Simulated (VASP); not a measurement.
# ZnSe (P4/nmm) in VASP: a series of runs

Runs on ZnSe. Level: LDA. Tasks: single point.

Everything below comes from runs of VASP 6.6.1. Logs are shortened: lines on timing, memory, paths and dates and some standing lists are left out, and cuts for length are marked.

## (1) The cell of the first run

The structure is tetragonal, space group P4/nmm (No. 129). The conventional cell has a = 3.920 Å, b = 3.920 Å, c = 5.173 Å, α = 90.00°, β = 90.00°, γ = 90.00°. Within 3.4 Å of Zn (site symmetry -4m2) lie 4 Se at 2.56 Å and 4 Zn at 2.77 Å. Se (site symmetry 4mm) has 4 Zn at 2.56 Å and 4 Se at 3.35 Å within 3.4 Å.

## (2) Single point, LDA (atoms shifted along a free coordinate)

Input file INCAR:

```
PREC = Accurate ; ENCUT = 520
EDIFF = 1E-7 ; ISMEAR = 0
SIGMA = 0.05 ; LREAL = F
LASPH = T ; NELM = 60
ALGO = Normal ; ISIF = 2
LWAVE = F ; LCHARG = F
GGA = CA ; NBANDS = 26
```

Input file KPOINTS:

```
Automatic mesh
0
Gamma
  8 8 6
```

Input file POSCAR:

```
ZnSe
1.0
    3.9198109590      0.0000000000      0.0000000000
    0.0000000000      3.9198109590      0.0000000000
    0.0000000000      0.0000000000      5.1733436024
Zn Se
2 2
Direct
    0.0000000000      0.0000000000      0.0000000000
    0.5000000000      0.5000000000      0.0000000000
    0.0000000000      0.5000000000      0.3173336233
    0.5000000000      0.0000000000      0.6826663767
```

Potentials or basis: VASP PAW LDA potentials, release 64 (Zn, Se).

Run with:

```sh
$ cat potpaw_LDA.64/Zn/POTCAR potpaw_LDA.64/Se/POTCAR > POTCAR
$ mpirun -np 1 vasp_std > vasp.out
```

OUTCAR:

```text
PREC = Accurate
   ENCUT = 520
   EDIFF = 1E-7
   ISMEAR = 0
   LREAL = F
   LASPH = T
   NELM = 60
   ISIF = 2
   GGA = CA

 ion  position               nearest neighbor table
   1  0.000  0.000  0.000-   3 2.56   4 2.56   3 2.56   4 2.56   2 2.77   2 2.77   2 2.77   2 2.77

   2  0.500  0.500  0.000-   3 2.56   4 2.56   4 2.56   3 2.56   1 2.77   1 2.77   1 2.77   1 2.77

   3  0.000  0.500  0.317-   1 2.56   2 2.56   1 2.56   2 2.56
   4  0.500  0.000  0.683-   1 2.56   2 2.56   2 2.56   1 2.56

  LATTYP: Found a simple tetragonal cell.
 ALAT       =     3.9198109590
 C/A-ratio  =     1.3197941576

  Lattice vectors:

 A1 = (   3.9198109590,   0.0000000000,   0.0000000000)
 A2 = (   0.0000000000,   3.9198109590,   0.0000000000)
 A3 = (   0.0000000000,   0.0000000000,   5.1733436024)

Analysis of symmetry for initial positions (statically):
=====================================================================
 Subroutine PRICEL returns:
 Original cell was already a primitive cell.

 Routine SETGRP: Setting up the symmetry group for a
 simple tetragonal supercell.

 Subroutine GETGRP returns: Found 16 space group operations
 (whereof  8 operations were pure point group operations)
 out of a pool of 16 trial point group operations.

The static configuration has the point symmetry D_2d.
 The point group associated with its full space group is D_4h.

Analysis of symmetry for dynamics (positions and initial velocities):
=====================================================================
 Subroutine PRICEL returns:
 Original cell was already a primitive cell.

 Routine SETGRP: Setting up the symmetry group for a
 simple tetragonal supercell.

 Subroutine GETGRP returns: Found 16 space group operations
 (whereof  8 operations were pure point group operations)
 out of a pool of 16 trial point group operations.

The dynamic configuration has the point symmetry D_2d.
 The point group associated with its full space group is D_4h.

 Subroutine INISYM returns: Found 16 space group operations
 (whereof  8 operations are pure point group operations),
 and found     1 'primitive' translations

----------------------------------------------------------------------------------------

                                     Primitive cell

  volume of cell :      79.4880

  direct lattice vectors                    reciprocal lattice vectors
     3.919810959  0.000000000  0.000000000     0.255114344  0.000000000  0.000000000
     0.000000000  3.919810959  0.000000000     0.000000000  0.255114344  0.000000000
     0.000000000  0.000000000  5.173343602     0.000000000  0.000000000  0.193298585

  length of vectors
     3.919810959  3.919810959  5.173343602     0.255114344  0.255114344  0.193298585

  position of ions in fractional coordinates (direct lattice)
     0.000000000  0.000000000  0.000000000
     0.500000000  0.500000000  0.000000000
     0.000000000  0.500000000  0.317333623
     0.500000000  0.000000000  0.682666377

  ion indices of the primitive-cell ions
   primitive index   ion index
                 1           1
                 2           2
                 3           3
                 4           4

----------------------------------------------------------------------------------------

 KPOINTS: Automatic mesh

Automatic generation of k-mesh.
 Grid dimensions read from file:
 generate k-points for:    8    8    6

 Generating k-lattice:

  Cartesian coordinates                     Fractional coordinates (reciprocal lattice)
     0.031889293  0.000000000  0.000000000     0.125000000  0.000000000  0.000000000
     0.000000000  0.031889293  0.000000000     0.000000000  0.125000000  0.000000000
     0.000000000  0.000000000  0.032216431     0.000000000  0.000000000  0.166666667

  Length of vectors
     0.031889293  0.031889293  0.032216431

  Shift w.r.t. Gamma in fractional coordinates (k-lattice)
     0.000000000  0.000000000  0.000000000

 Subroutine IBZKPT returns following result:
 ===========================================

 Found     60 irreducible k-points:

 Following reciprocal coordinates:
            Coordinates               Weight
  0.000000  0.000000  0.000000      1.000000
  0.125000  0.000000  0.000000      4.000000
  0.250000  0.000000  0.000000      4.000000
  0.375000  0.000000  0.000000      4.000000
  0.500000  0.000000  0.000000      2.000000
  0.125000  0.125000  0.000000      4.000000
[... 16 lines left out ...]
  0.375000  0.125000  0.166667     16.000000
  0.500000  0.125000  0.166667      8.000000
 [... further k-points ...]
   k-points           NKPTS =     60   k-points in BZ     NKDIM =     60   number of bands    NBANDS=     26
   number of dos      NEDOS =    301   number of ions     NIONS =      4
   total plane-waves  NPLWV =  36000
   dimension x,y,z NGX =    30 NGY =   30 NGZ =   40
   dimension x,y,z NGXF=    60 NGYF=   60 NGZF=   80
   ions per type =               2   2
   NGX,Y,Z   is equivalent  to a cutoff of  12.72, 12.72, 12.85 a.u.
   NGXF,Y,Z  is equivalent  to a cutoff of  25.45, 25.45, 25.71 a.u.
 SYSTEM =  unknown system
   PREC   = accura    normal or accurate (medium, high low for compatibility)
   ISTART =      0    job   : 0-new  1-cont  2-samecut
   ICHARG =      2    charge: 1-file 2-atom 10-const
   ISPIN  =      1    spin polarized calculation?
   LNONCOLLINEAR =      F non collinear calculations
   LSORBIT =      F    spin-orbit coupling
   LASPH  =      T    aspherical Exc in radial PAW
   ENCUT  =  520.0 eV  38.22 Ry    6.18 a.u.   7.29  7.29  9.62*2*pi/ulx,y,z
   NELM   =     60;   NELMIN=  2; NELMDL= -5     # of ELM steps
   EDIFF  = 0.1E-06   stopping-criterion for ELM
   LREAL  =      F    real-space projection
   EDIFFG = 0.1E-05   stopping-criterion for IOM
   NSW    =      0    number of steps for IOM
   IBRION =     -1    ionic relax: 0-MD 1-quasi-New 2-CG
   NFREE  =      0    steps in history (QN), initial steepest desc. (CG)
   ISIF   =      2    stress and relaxation
   ISYM   =      2    0-nonsym 1-usesym 2-fastsym
   POTIM  = 0.5000    time-step for ionic-motion
   TEBEG  =    0.0;   TEEND  =   0.0 temperature during run
   PSTRESS=    0.0 pullay stress
   NELECT =      36.0000    total number of electrons
   NUPDOWN=      -1.0000    fix difference up-down
   EMIN   =  10.00;   EMAX   =-10.00  energy-range for DOS
   EFERMI =   0.00;   METHOD = LEGACY
   ISMEAR =     0;   SIGMA  =   0.05  broadening in eV -4-tet -1-fermi 0-gaus
   EFERMI_NEDOS =   21; number of points for ismear=-14 and -15
   IALGO  =     38    algorithm
   IMIX   =      4    mixing-type and parameters
     AMIX     =   0.40;   BMIX     =  1.00
     AMIX_MAG =   1.60;   BMIX_MAG =  1.00
  volume/ion in A,a.u.               =      19.87       134.10
  Fermi-wavevector in a.u.,A,eV,Ry     =   1.257212  2.375786 21.505120  1.580582
  Thomas-Fermi vector in A             =   2.390882
   LORBIT       =      0    0 simple, 1 ext, 2 COOP (PROOUT), +10 PAW based schemes
   GGA     = CA    functional components
   LHFCALC =     F    Hartree Fock is set to
   AEXX    =    0.0000 exact exchange contribution
   IVDW    =     0    specifies the selected vdW correction
   LEPSILON=     F    determine dielectric tensor
   LRPA    =     F    only Hartree local field effects (RPA)
 non-spin polarized calculation
 Gauss-broadening in eV      SIGMA  =   0.05
  energy-cutoff  :      520.00
  volume of cell :       79.49
 maximum number of plane-waves:      2158
 NGX is ok and might be reduce to    30
   NGX = 15   NGY = 15   NGZ = 19

 number of electron      35.9999947 magnetization

 Free energy of the ion-electron system (eV)
  ---------------------------------------------------
  ext. energy  EPLUGINS =         0.00000000
  ---------------------------------------------------
  free energy    TOTEN  =       -13.77151214 eV

  energy without entropy =      -13.77151214  energy(sigma->0) =      -13.77151214

 E-fermi :   3.4295     XC(G=0): -10.4814

 val. band max:        3.1819094568   @ k =   0.0000   0.0000   0.0000
 cond. band min:       4.0482585064   @ k =   0.0000   0.0000   0.0000
 fundamental gap:      0.8663490496
 Fermi energy:         3.4294831713

 k-point     1 :       0.0000    0.0000    0.0000
  band No.  band energies     occupation
      1     -11.0777      2.00000
      2      -9.3148      2.00000
      3      -4.7219      2.00000
      4      -4.6128      2.00000
      5      -4.3972      2.00000
      6      -4.3850      2.00000
[... 18 lines left out ...]
     25      12.5457      0.00000
     26      13.5611      0.00000

 k-point     2 :       0.1250    0.0000    0.0000
  band No.  band energies     occupation
      1     -10.9884      2.00000
      2      -9.3370      2.00000
      3      -4.6581      2.00000
      4      -4.5884      2.00000
      5      -4.3858      2.00000
      6      -4.3818      2.00000
[... 18 lines left out ...]
     25      12.4004      0.00000
     26      12.9274      0.00000

 k-point     3 :       0.2500    0.0000    0.0000
  band No.  band energies     occupation
      1     -10.7358      2.00000
      2      -9.4271      2.00000
      3      -4.5149      2.00000
      4      -4.5029      2.00000
      5      -4.3520      2.00000
      6      -4.3471      2.00000
[... 18 lines left out ...]
     25      11.1817      0.00000
     26      12.4934      0.00000

 k-point     4 :       0.3750    0.0000    0.0000
  band No.  band energies     occupation
      1     -10.3677      2.00000
      2      -9.6330      2.00000
      3      -4.3952      2.00000
      4      -4.3756      2.00000
      5      -4.2842      2.00000
      6      -4.2213      2.00000
[... 18 lines left out ...]
     25      11.6093      0.00000
     26      11.6959      0.00000

 k-point     5 :       0.5000    0.0000    0.0000
  band No.  band energies     occupation
      1      -9.9671      2.00000
      2      -9.9671      2.00000
      3      -4.2803      2.00000
      4      -4.2803      2.00000
      5      -4.2440      2.00000
      6      -4.2440      2.00000
[... 18 lines left out ...]
     25      11.2379      0.00000
     26      11.2379      0.00000

 k-point     6 :       0.1250    0.1250    0.0000
  band No.  band energies     occupation
      1     -10.9012      2.00000
      2      -9.3534      2.00000
      3      -4.6341      2.00000
      4      -4.5440      2.00000
      5      -4.3883      2.00000
      6      -4.3730      2.00000
[... 427 lines left out ...]
 k-point    21 :       0.1250    0.1250    0.1667
  band No.  band energies     occupation
      1     -10.8173      2.00000
      2      -9.4706      2.00000
      3      -4.6337      2.00000
      4      -4.5547      2.00000
      5      -4.4169      2.00000
      6      -4.3565      2.00000
[... 18 lines left out ...]
     25      10.9449      0.00000
     26      12.1577      0.00000

 k-point    22 :       0.2500    0.1250    0.1667
  band No.  band energies     occupation
      1     -10.5828      2.00000
      2      -9.5090      2.00000
      3      -4.5780      2.00000
      4      -4.4758      2.00000
      5      -4.3194      2.00000
      6      -4.3120      2.00000
[... 18 lines left out ...]
     25      10.1829      0.00000
     26      12.4624      0.00000

 k-point    23 :       0.3750    0.1250    0.1667
  band No.  band energies     occupation
      1     -10.2492      2.00000
      2      -9.6420      2.00000
      3      -4.4885      2.00000
      4      -4.3729      2.00000
      5      -4.2524      2.00000
      6      -4.1746      2.00000
[... 18 lines left out ...]
     25      11.9074      0.00000
     26      12.2848      0.00000

 k-point    24 :       0.5000    0.1250    0.1667
  band No.  band energies     occupation
      1      -9.9036      2.00000
      2      -9.9036      2.00000
      3      -4.3421      2.00000
      4      -4.3421      2.00000
      5      -4.2425      2.00000
      6      -4.2425      2.00000
[... 18 lines left out ...]
     25      11.9425      0.00000
     26      11.9425      0.00000

 [... further k-points ...]

------------------------ aborting loop because EDIFF is reached ----------------------------------------

  FORCE on cell =-STRESS in cart. coord.  units (eV):
  Direction    XX          YY          ZZ          XY          YZ          ZX
  --------------------------------------------------------------------------------------
  -------------------------------------------------------------------------------------
  Total       -0.4919371     -0.4919371     -3.2923683      0.0000000     -0.0000000      0.0000000
  in kB       -9.9155912     -9.9155912    -66.3616886      0.0000000     -0.0000000      0.0000000
  external PRESSURE =     -28.7309570 kB  Pullay stress =       0.0000000 kB

 VOLUME and BASIS-vectors are now :
 -----------------------------------------------------------------------------
  energy-cutoff  :      520.00
  volume of cell :       79.49
      direct lattice vectors                 reciprocal lattice vectors
     3.919810959  0.000000000  0.000000000     0.255114344  0.000000000  0.000000000
     0.000000000  3.919810959  0.000000000     0.000000000  0.255114344  0.000000000
     0.000000000  0.000000000  5.173343602     0.000000000  0.000000000  0.193298585

 POSITION                                       TOTAL-FORCE (eV/Angst)
 -----------------------------------------------------------------------------------
      0.00000      0.00000      0.00000         0.000000      0.000000      0.000000
      1.95991      1.95991      0.00000        -0.000000     -0.000000      0.000000
      0.00000      1.95991      1.64168         0.000000      0.000000     -1.536807
      1.95991      0.00000      3.53167         0.000000     -0.000000      1.536807
 -----------------------------------------------------------------------------------
    total drift:                                0.000000      0.000000      0.000000

  FREE ENERGIE OF THE ION-ELECTRON SYSTEM (eV)
  ---------------------------------------------------
  free  energy   TOTEN  =       -13.7715121389 eV

  energy  without entropy=      -13.7715121389  energy(sigma->0) =      -13.77151214
```

Wall time 2.9 min (1 thread of Intel Xeon 8259CL, shared host); peak memory 0.23 GiB.

What came out:

| Quantity | Value |
| --- | --- |
| Free energy | -13.7715 eV |
| Pressure | -2.9 GPa |
| Largest force | 1.537 eV/Å |
| Band gap on the k mesh | 0.87 eV |

Forces in eV/Å, atoms in the order of the input:
```
Zn   0.000  0.000  0.000
Zn   0.000  0.000  0.000
Se   0.000  0.000 -1.537
Se   0.000  0.000  1.537
```

Caveat: the cell differs from its parent crystal (atoms shifted along a free coordinate); the stress differs along the axes, from -7 to -1 GPa; forces of over 1 eV/Å act on the atoms, so gaps and moduli don't describe the material at rest.

## (3) Single point, LDA (atoms shifted along a free coordinate)

Input file INCAR:

```
SYSTEM = ZnSe
PREC = Accurate
ENCUT = 520
EDIFF = 1E-7
ISMEAR = 0
SIGMA = 0.05
LREAL = .False.
LASPH = .True.
NELM = 60
ALGO = Normal
ISIF = 2
LWAVE = .False.
LCHARG = .False.
NBANDS = 26
```

Input file KPOINTS:

```
Automatic mesh
0
Gamma
  8 8 6
  0 0 0
```

Input file POSCAR:

```
ZnSe
1.0
    3.9827722569      0.0000000000      0.0000000000
    0.0000000000      3.9827722569      0.0000000000
    0.0000000000      0.0000000000      5.2564395555
Zn Se
2 2
Direct
    0.0000000000      0.0000000000      0.0000000000
    0.5000000000      0.5000000000      0.0000000000
    0.0000000000      0.5000000000      0.3361676647
    0.5000000000      0.0000000000      0.6638323353
```

Potentials or basis: VASP PAW LDA potentials, release 64 (Zn, Se).

Run with:

```sh
$ cat potpaw_LDA.64/Zn/POTCAR potpaw_LDA.64/Se/POTCAR > POTCAR
$ mpirun -np 1 vasp_std > vasp.out
```

Wall time 2.9 min (1 thread of Intel Xeon 8259CL, shared host); peak memory 0.23 GiB.

It converged, with:

```
Free energy            : -13.2322 eV
Pressure               : -7.7 GPa
Largest force          : 2.514 eV/Å
Band gap on the k mesh : 0.34 eV
```

Forces in eV/Å, atoms in the order of the input:
```
Zn   0.000  0.000  0.000
Zn   0.000  0.000  0.000
Se   0.000  0.000 -2.514
Se   0.000  0.000  2.514
```

Stress tensor (GPa, compression positive):
```
 -4.81   0.00   0.00
  0.00  -4.81   0.00
  0.00   0.00 -13.43
```

Levels at points of the mesh, in eV from the valence-band top:
| k point | band 16 | band 17 | band 18 | band 19 | band 20 | band 21 |
| --- | --- | --- | --- | --- | --- | --- |
| (0.00, 0.00, 0.00) | -1.96 | 0.00 | 0.00 | 0.34 | 1.46 | 3.26 |
| (0.50, 0.00, 0.00) | -3.55 | -1.41 | -1.41 | 2.95 | 2.95 | 3.69 |
| (0.50, 0.50, 0.00) | -2.90 | -1.96 | -1.96 | 0.93 | 0.93 | 1.12 |
| (0.00, 0.00, 0.50) | -1.97 | -1.65 | -1.65 | 2.04 | 2.97 | 2.99 |
| (0.50, 0.00, 0.50) | -1.26 | -1.14 | -1.14 | 0.96 | 0.96 | 4.71 |
| (0.50, 0.50, 0.50) | -4.08 | -3.83 | -3.83 | 3.78 | 3.78 | 3.82 |

Caveat: the cell differs from its parent crystal (atoms shifted along a free coordinate); the stress differs along the axes, from -13 to -5 GPa; semilocal functionals underestimate gaps, and a narrow one can read as zero; forces of over 1 eV/Å act on the atoms, so gaps and moduli don't describe the material at rest. A k mesh can miss the band edges.

[end of part 1 of 2]
